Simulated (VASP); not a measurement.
A run of VASP 6.6.1 is set up as follows.

INCAR

```
SYSTEM = Ti6S
PREC = Accurate
ENCUT = 520
EDIFF = 1E-6
ISMEAR = 0
SIGMA = 0.1
LREAL = .FALSE.
LASPH = .TRUE.
NELM = 100
ALGO = Normal
ISIF = 2
LWAVE = .FALSE.
LCHARG = .TRUE.
LDIPOL = .TRUE.
IDIPOL = 3
DIPOL = 0.5 0.5 0.364
GGA = PE
LELF = .TRUE.
LVHAR = .TRUE.
LVACPOTAV = .TRUE.
NBANDS = 48
```

The input KPOINTS:

```
Automatic mesh
0
G
  9 6 1
  0 0 0
```

File POSCAR:

```
Ti6S
1.0
    2.8319727860      0.0000000000      0.0000000000
    0.0000000000      4.5793473380      0.0000000000
    0.0000000000      0.0000000000     22.0506909065
Ti S
6 1
Direct
    0.5000000000      0.0000000000      0.1814002118
    0.0000000000      0.5000000000      0.2413504290
    0.5000000000      0.0000000000      0.3013006462
    0.5000000000      0.5000000000      0.3625816208
    0.0000000000      0.0000000000      0.4208167734
    0.5000000000      0.5000000000      0.4784743912
    0.8333333333      0.6000000000      0.5639619127
```

Potentials or basis: VASP PAW PBE potentials, release 64 (Ti_sv, S).

The run is started by

```console
$ cat potpaw_PBE.64/Ti_sv/POTCAR potpaw_PBE.64/S/POTCAR > POTCAR
$ mpirun -np 1 vasp_std > vasp.out
```

Question: Estimate the band gap on the k mesh.

Answer: Zero (band 39 reaches 0.91 eV, above the bottom of band 40 at 0.75 eV).

Question: What does it give for the largest force?

Answer: 1.009 eV/Å.

Forces on the atoms (eV/Å):
```
Ti   0.003  0.019  0.390
Ti   0.000  0.008 -0.043
Ti   0.016 -0.068 -0.300
Ti  -0.017  0.049  0.032
Ti  -0.085 -0.187 -0.594
Ti  -0.873  0.052  0.503
S    0.956  0.127  0.012
```
